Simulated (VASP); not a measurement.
# BaTiO3 (Pm-3m) in VASP: single point with HSE06

Aim: the single point of BaTiO3 with HSE06.

All numbers are computed with VASP 6.6.1; they aren't measurements. Logs are shortened: lines on timing, memory, paths and dates and some standing lists are left out, and cuts for length are marked.

### Step 1. The cell of the first run

The structure is cubic, space group Pm-3m (No. 221). The conventional cell has a = 3.994 Å, b = 3.994 Å, c = 3.994 Å, α = 90.00°, β = 90.00°, γ = 90.00°. Ba (site symmetry m-3m) has 12 O at 2.82 Å and 8 Ti at 3.46 Å within 3.7 Å. Within 2.6 Å of Ti (site symmetry m-3m) lie 6 O at 2.00 Å. O (site symmetry 4/mmm) has 2 Ti at 2.00 Å within 2.6 Å.

### Step 2. Single point, HSE06

Contents of POSCAR:

```
BaTiO3
1.0
    3.9940950465      0.0000000000      0.0000000000
    0.0000000000      3.9940950465      0.0000000000
    0.0000000000      0.0000000000      3.9940950465
Ba Ti O
1 1 3
Direct
    0.5000000000      0.5000000000      0.5000000000
    0.0000000000      0.0000000000      0.0000000000
    0.5000000000      0.0000000000      0.0000000000
    0.0000000000      0.5000000000      0.0000000000
    0.0000000000      0.0000000000      0.5000000000
```

Contents of INCAR.step1:

```
SYSTEM = BaTiO3
ALGO = Normal
EDIFF = 1E-5
ENCUT = 520
GGA = PE
ISIF = 2
ISMEAR = 0
LASPH = .True.
LREAL = .False.
LWAVE = .True.
NBANDS = 28
NELM = 100
PREC = Accurate
SIGMA = 0.01
```

Contents of INCAR.step2:

```
SYSTEM = BaTiO3
ALGO = Normal
EDIFF = 1E-6
ENCUT = 520
GGA = PE
HFSCREEN = 0.2079
ISIF = 2
ISMEAR = 0
ISTART = 1
LASPH = .True.
LCHARG = .True.
LELF = .True.
LHFCALC = .True.
LREAL = .False.
LVHAR = .True.
LWAVE = .False.
NBANDS = 28
NELM = 100
PREC = Accurate
PRECFOCK = Fast
SIGMA = 0.01
```

Contents of KPOINTS:

```
k-points
0
Gamma
  4 4 4
  0 0 0
```

Potentials or basis: VASP PAW PBE potentials, release 64 (Ba_sv, Ti_sv, O).

On the command line:

```console
> cat potpaw_PBE.64/Ba_sv/POTCAR potpaw_PBE.64/Ti_sv/POTCAR potpaw_PBE.64/O/POTCAR > POTCAR
> cp INCAR.step1 INCAR
> mpirun -np 1 vasp_std > vasp.out
> cp INCAR.step2 INCAR
> mpirun -np 1 vasp_std > vasp.out
```

OUTCAR:

```text
SYSTEM = BaTiO3
   EDIFF = 1E-6
   ENCUT = 520
   GGA = PE
   HFSCREEN = 0.2079
   ISIF = 2
   ISMEAR = 0
   ISTART = 1
   LASPH = .True.
   LHFCALC = .True.
   LREAL = .False.
   NELM = 100
   PREC = Accurate
   PRECFOCK = Fast

 ion  position               nearest neighbor table
   1  0.500  0.500  0.500-   3 2.82   4 2.82   5 2.82   3 2.82   4 2.82   3 2.82   5 2.82   3 2.82
                             4 2.82   5 2.82   4 2.82   5 2.82   2 3.46   2 3.46   2 3.46   2 3.46
   2  0.000  0.000  0.000-   3 2.00   4 2.00   5 2.00   5 2.00   4 2.00   3 2.00   1 3.46   1 3.46
                             1 3.46   1 3.46   1 3.46   1 3.46   1 3.46   1 3.46
   3  0.500  0.000  0.000-   2 2.00   2 2.00   1 2.82   1 2.82   1 2.82   1 2.82
   4  0.000  0.500  0.000-   2 2.00   2 2.00   1 2.82   1 2.82   1 2.82   1 2.82
   5  0.000  0.000  0.500-   2 2.00   2 2.00   1 2.82   1 2.82   1 2.82   1 2.82

  LATTYP: Found a simple cubic cell.
 ALAT       =     3.9940950465

  Lattice vectors:

 A1 = (   3.9940950465,   0.0000000000,   0.0000000000)
 A2 = (   0.0000000000,   3.9940950465,   0.0000000000)
 A3 = (   0.0000000000,   0.0000000000,   3.9940950465)

Analysis of symmetry for initial positions (statically):
=====================================================================
 Subroutine PRICEL returns:
 Original cell was already a primitive cell.

 Routine SETGRP: Setting up the symmetry group for a
 simple cubic supercell.

 Subroutine GETGRP returns: Found 48 space group operations
 (whereof 48 operations were pure point group operations)
 out of a pool of 48 trial point group operations.

The static configuration has the point symmetry O_h .

Analysis of symmetry for dynamics (positions and initial velocities):
=====================================================================
 Subroutine PRICEL returns:
 Original cell was already a primitive cell.

 Routine SETGRP: Setting up the symmetry group for a
 simple cubic supercell.

 Subroutine GETGRP returns: Found 48 space group operations
 (whereof 48 operations were pure point group operations)
 out of a pool of 48 trial point group operations.

The dynamic configuration has the point symmetry O_h .

 Subroutine INISYM returns: Found 48 space group operations
 (whereof 48 operations are pure point group operations),
 and found     1 'primitive' translations

----------------------------------------------------------------------------------------

                                     Primitive cell

  volume of cell :      63.7170

  direct lattice vectors                    reciprocal lattice vectors
     3.994095047  0.000000000  0.000000000     0.250369605  0.000000000  0.000000000
     0.000000000  3.994095047  0.000000000     0.000000000  0.250369605  0.000000000
     0.000000000  0.000000000  3.994095047     0.000000000  0.000000000  0.250369605

  length of vectors
     3.994095047  3.994095047  3.994095047     0.250369605  0.250369605  0.250369605

  position of ions in fractional coordinates (direct lattice)
     0.500000000  0.500000000  0.500000000
     0.000000000  0.000000000  0.000000000
     0.500000000  0.000000000  0.000000000
     0.000000000  0.500000000  0.000000000
     0.000000000  0.000000000  0.500000000

  ion indices of the primitive-cell ions
   primitive index   ion index
                 1           1
                 2           2
                 3           3
                 4           4
                 5           5

----------------------------------------------------------------------------------------

 KPOINTS: k-points

Automatic generation of k-mesh.
 Grid dimensions read from file:
 generate k-points for:    4    4    4

 Generating k-lattice:

  Cartesian coordinates                     Fractional coordinates (reciprocal lattice)
     0.062592401  0.000000000  0.000000000     0.250000000  0.000000000  0.000000000
     0.000000000  0.062592401  0.000000000     0.000000000  0.250000000  0.000000000
     0.000000000  0.000000000  0.062592401     0.000000000  0.000000000  0.250000000

  Length of vectors
     0.062592401  0.062592401  0.062592401

  Shift w.r.t. Gamma in fractional coordinates (k-lattice)
     0.000000000  0.000000000  0.000000000

 Subroutine IBZKPT returns following result:
 ===========================================

 Found     10 irreducible k-points:

 Following reciprocal coordinates:
            Coordinates               Weight
  0.000000  0.000000  0.000000      1.000000
  0.250000  0.000000  0.000000      6.000000
  0.500000  0.000000  0.000000      3.000000
  0.250000  0.250000  0.000000     12.000000
  0.500000  0.250000  0.000000     12.000000
  0.500000  0.500000  0.000000      3.000000
  0.250000  0.250000  0.250000      8.000000
  0.500000  0.250000  0.250000     12.000000
  0.500000  0.500000  0.250000      6.000000
  0.500000  0.500000  0.500000      1.000000
   k-points           NKPTS =     10   k-points in BZ     NKDIM =     64   number of bands    NBANDS=     28
   number of dos      NEDOS =    301   number of ions     NIONS =      5
   total plane-waves  NPLWV =  27000
   dimension x,y,z NGX =    30 NGY =   30 NGZ =   30
   dimension x,y,z NGXF=    60 NGYF=   60 NGZF=   60
   ions per type =               1   1   3
   NGX,Y,Z   is equivalent  to a cutoff of  12.49, 12.49, 12.49 a.u.
   NGXF,Y,Z  is equivalent  to a cutoff of  24.97, 24.97, 24.97 a.u.
 SYSTEM =  BaTiO3
   PREC   = accura    normal or accurate (medium, high low for compatibility)
   ISTART =      1    job   : 0-new  1-cont  2-samecut
   ICHARG =      0    charge: 1-file 2-atom 10-const
   ISPIN  =      1    spin polarized calculation?
   LNONCOLLINEAR =      F non collinear calculations
   LSORBIT =      F    spin-orbit coupling
   LASPH  =      T    aspherical Exc in radial PAW
   ENCUT  =  520.0 eV  38.22 Ry    6.18 a.u.   7.43  7.43  7.43*2*pi/ulx,y,z
   NELM   =    100;   NELMIN=  2; NELMDL=  0     # of ELM steps
   EDIFF  = 0.1E-05   stopping-criterion for ELM
   LREAL  =      F    real-space projection
   EDIFFG = 0.1E-04   stopping-criterion for IOM
   NSW    =      0    number of steps for IOM
   IBRION =     -1    ionic relax: 0-MD 1-quasi-New 2-CG
   NFREE  =      0    steps in history (QN), initial steepest desc. (CG)
   ISIF   =      2    stress and relaxation
   ISYM   =      3    0-nonsym 1-usesym 2-fastsym
   POTIM  = 0.5000    time-step for ionic-motion
   TEBEG  =    0.0;   TEEND  =   0.0 temperature during run
   PSTRESS=    0.0 pullay stress
   NELECT =      40.0000    total number of electrons
   NUPDOWN=      -1.0000    fix difference up-down
   EMIN   =  10.00;   EMAX   =-10.00  energy-range for DOS
   EFERMI =   0.00;   METHOD = LEGACY
   ISMEAR =     0;   SIGMA  =   0.01  broadening in eV -4-tet -1-fermi 0-gaus
   EFERMI_NEDOS =   21; number of points for ismear=-14 and -15
   IALGO  =     38    algorithm
   IMIX   =      1    mixing-type and parameters
     AMIX     =   0.40;   BMIX     =  1.00
     AMIX_MAG =   1.60;   BMIX_MAG =  1.00
  volume/ion in A,a.u.               =      12.74        86.00
  Fermi-wavevector in a.u.,A,eV,Ry     =   1.401769  2.648959 26.734852  1.964956
  Thomas-Fermi vector in A             =   2.524597
   LORBIT       =      0    0 simple, 1 ext, 2 COOP (PROOUT), +10 PAW based schemes
   GGA     = PE    functional components
   LHFCALC =     T    Hartree Fock is set to
   PRECFOCK=fast      Normal, Fast or Accurate (Low or Medium for compatibility)
   ENCUT4O =  -1.0   cutoff for four orbital integrals eV
   NKREDX  =     1    reduce k-point grid by
   NKREDY  =     1    reduce k-point grid by
   NKREDZ  =     1    reduce k-point grid by
   AEXX    =    0.2500 exact exchange contribution
   HFSCREEN=    0.2079 screening length (either q_TF or 0.3 A-1)
   HFSCREENC=   0.2079 screening length for correlation (either q_TF or 0.3 A-1)
   ENCUTFOCK=  -1.0 apply spherical cutoff to Coloumb kernel
   IVDW    =     0    specifies the selected vdW correction
   LEPSILON=     F    determine dielectric tensor
   LRPA    =     F    only Hartree local field effects (RPA)
 non-spin polarized calculation
 Gauss-broadening in eV      SIGMA  =   0.01
  energy-cutoff  :      520.00
  volume of cell :       63.72
 maximum number of plane-waves:      1747
 NGX is ok and might be reduce to    30
  NGX = 16; NGY = 16; NGZ = 16

 number of electron      39.9999976 magnetization

 Free energy of the ion-electron system (eV)
  ---------------------------------------------------
  ext. energy  EPLUGINS =         0.00000000
  ---------------------------------------------------
  free energy    TOTEN  =       -48.37934841 eV

  energy without entropy =      -48.37934841  energy(sigma->0) =      -48.37934841

 E-fermi :   2.9237     XC(G=0):  -9.2821

 val. band max:        2.8488346660   @ k =   0.5000   0.5000   0.5000
 cond. band min:       5.9896091934   @ k =   0.0000   0.0000   0.0000
 fundamental gap:      3.1407745274
 Fermi energy:         2.9237405264

 k-point     1 :       0.0000    0.0000    0.0000
  band No.  band energies     occupation
      1     -58.1966      2.00000
      2     -32.7408      2.00000
      3     -32.7408      2.00000
      4     -32.7408      2.00000
      5     -23.2699      2.00000
      6     -15.6802      2.00000
[... 20 lines left out ...]
     27       9.4519      0.00000
     28      11.9469      0.00000

 k-point     2 :       0.2500    0.0000    0.0000
  band No.  band energies     occupation
      1     -58.1962      2.00000
      2     -32.7676      2.00000
      3     -32.7390      2.00000
      4     -32.7390      2.00000
      5     -23.1965      2.00000
      6     -15.7569      2.00000
[... 20 lines left out ...]
     27      10.6430      0.00000
     28      12.9670      0.00000

 k-point     3 :       0.5000    0.0000    0.0000
  band No.  band energies     occupation
      1     -58.1957      2.00000
      2     -32.7943      2.00000
      3     -32.7371      2.00000
      4     -32.7371      2.00000
      5     -23.1205      2.00000
      6     -15.9237      2.00000
[... 182 lines left out ...]
      3     -32.7874      2.00000
      4     -32.7594      2.00000
      5     -22.9896      2.00000
      6     -15.0291      2.00000
[... 20 lines left out ...]
     27      12.6411      0.00000
     28      12.6411      0.00000

 k-point    10 :       0.5000    0.5000    0.5000
  band No.  band energies     occupation
      1     -58.1939      2.00000
      2     -32.7853      2.00000
      3     -32.7853      2.00000
      4     -32.7853      2.00000
      5     -22.9509      2.00000
      6     -14.7074      2.00000
[... 20 lines left out ...]
     27      12.3966      0.00000
     28      12.3966      0.00000

------------------------ aborting loop because EDIFF is reached ----------------------------------------

  FORCE on cell =-STRESS in cart. coord.  units (eV):
  Direction    XX          YY          ZZ          XY          YZ          ZX
  --------------------------------------------------------------------------------------
  -------------------------------------------------------------------------------------
  Total       -0.2274498     -0.2274498     -0.2274498     -0.0000000      0.0000000     -0.0000000
  in kB       -5.7192735     -5.7192735     -5.7192735     -0.0000000      0.0000000     -0.0000000
  external PRESSURE =      -5.7192735 kB  Pullay stress =       0.0000000 kB

 VOLUME and BASIS-vectors are now :
 -----------------------------------------------------------------------------
  energy-cutoff  :      520.00
  volume of cell :       63.72
      direct lattice vectors                 reciprocal lattice vectors
     3.994095047  0.000000000  0.000000000     0.250369605  0.000000000  0.000000000
     0.000000000  3.994095047  0.000000000     0.000000000  0.250369605  0.000000000
     0.000000000  0.000000000  3.994095047     0.000000000  0.000000000  0.250369605

 POSITION                                       TOTAL-FORCE (eV/Angst)
 -----------------------------------------------------------------------------------
      1.99705      1.99705      1.99705         0.000000      0.000000      0.000000
      0.00000      0.00000      0.00000         0.000000      0.000000      0.000000
      1.99705      0.00000      0.00000         0.000000      0.000000      0.000000
      0.00000      1.99705      0.00000         0.000000      0.000000      0.000000
      0.00000      0.00000      1.99705         0.000000      0.000000      0.000000
 -----------------------------------------------------------------------------------
    total drift:                               -0.000000     -0.000000     -0.000000

  FREE ENERGIE OF THE ION-ELECTRON SYSTEM (eV)
  ---------------------------------------------------
  free  energy   TOTEN  =       -48.3793484066 eV

  energy  without entropy=      -48.3793484066  energy(sigma->0) =      -48.37934841
```

It took 19 min on 1 thread of Oxide Virtual Turin-like, shared host; peak memory 0.26 GiB.

What came out:

```
Free energy            : -48.3793 eV
Pressure               : -0.6 GPa
Band gap on the k mesh : 3.14 eV (least direct gap 3.26 eV)
```

Caveat: the PAW data sets were made with another functional, which shifts forces and pressure a little; spin-orbit coupling is left out, which moves the levels of the heavy elements. A k mesh can miss the band edges.
